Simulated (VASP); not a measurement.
HfO2: single point with r2SCAN

HfO2:

```
CELL_PARAMETERS angstrom
5.24651 0.00000 0.00000
0.00000 5.03037 0.00000
0.00000 0.00000 5.05930
ATOMIC_POSITIONS crystal
Hf 0.03251 0.26702 0.24109
Hf 0.46749 0.26702 0.74109
Hf 0.53251 0.73298 0.24109
Hf 0.96749 0.73298 0.74109
O 0.36703 0.07001 0.38077
O 0.13297 0.07001 0.88077
O 0.73217 0.46109 0.49114
O 0.76783 0.46109 0.99114
O 0.26783 0.53891 0.99114
O 0.23217 0.53891 0.49114
O 0.86703 0.92999 0.38077
O 0.63297 0.92999 0.88077
```

```yaml
Program: VASP 6.6.1
Task: single point
Functional: r2SCAN
Potentials_or_basis: VASP PAW PBE potentials, release 64 (Hf_pv, O)
Cutoff: 520 eV
k_mesh: 6 × 6 × 6
Occupations: gaussian, width 0.01 eV
Spin: no spin polarisation
Dipole_correction: no
Further_INCAR_settings: ALGO = Normal; EDIFF = 1e-06; NBANDS = 56
```

```json
{
  "Pressure": "-3.5 GPa",
  "Largest force": "0.066 eV/Å",
  "Band gap on the k mesh": "4.91 eV (least direct gap 5.14 eV)"
}
```

Forces in eV/Å, atoms in the order of the input:
```
Hf   0.047 -0.017 -0.043
Hf  -0.047 -0.017 -0.043
Hf   0.047  0.017 -0.043
Hf  -0.047  0.017 -0.043
O   -0.018 -0.017  0.011
O    0.018 -0.017  0.011
O   -0.027  0.037  0.032
O    0.027  0.037  0.032
O    0.027 -0.037  0.032
O   -0.027 -0.037  0.032
O   -0.018  0.017  0.011
O    0.018  0.017  0.011
```

Stress tensor (GPa, compression positive):
```
-3.57  0.00  0.00
 0.00 -3.59  0.00
 0.00  0.00 -3.43
```

Levels at points of the mesh, in eV from the valence-band top:
| k point | band 40 | band 41 | band 42 | band 43 | band 44 | band 45 | band 46 | band 47 | band 48 | band 49 |
| --- | --- | --- | --- | --- | --- | --- | --- | --- | --- | --- |
| (0.00, 0.00, 0.00) | -1.00 | -0.73 | -0.23 | -0.10 | 0.00 | 5.41 | 5.66 | 5.78 | 6.18 | 6.30 |
| (0.50, 0.00, 0.00) | -0.79 | -0.71 | -0.71 | -0.41 | -0.41 | 5.68 | 5.68 | 6.08 | 6.08 | 6.22 |
| (0.00, 0.50, 0.00) | -0.86 | -0.83 | -0.44 | -0.18 | -0.13 | 5.00 | 5.38 | 5.46 | 6.07 | 6.07 |
| (0.50, 0.50, 0.00) | -1.07 | -0.68 | -0.68 | -0.48 | -0.48 | 5.17 | 5.17 | 5.60 | 5.60 | 6.14 |
| (0.00, 0.00, 0.50) | -0.99 | -0.38 | -0.38 | -0.27 | -0.27 | 5.12 | 5.12 | 5.78 | 5.78 | 6.58 |
| (0.50, 0.00, 0.50) | -1.46 | -0.71 | -0.71 | -0.71 | -0.71 | 5.65 | 5.65 | 5.65 | 5.65 | 6.67 |
| (0.00, 0.50, 0.50) | -1.45 | -1.02 | -1.02 | -0.37 | -0.37 | 5.02 | 5.02 | 5.40 | 5.40 | 6.49 |
| (0.50, 0.50, 0.50) | -1.55 | -0.86 | -0.86 | -0.86 | -0.86 | 5.16 | 5.16 | 5.16 | 5.16 | 6.38 |

It took 39 min on 1 thread of Oxide Virtual Turin-like Processor, on a shared host, peak memory 0.46 GiB.

Caveat: the cell stands under tension; the PAW data sets were made with another functional, which shifts forces and pressure a little; spin-orbit coupling is left out, which moves the levels of the heavy elements. A k mesh can miss the band edges.
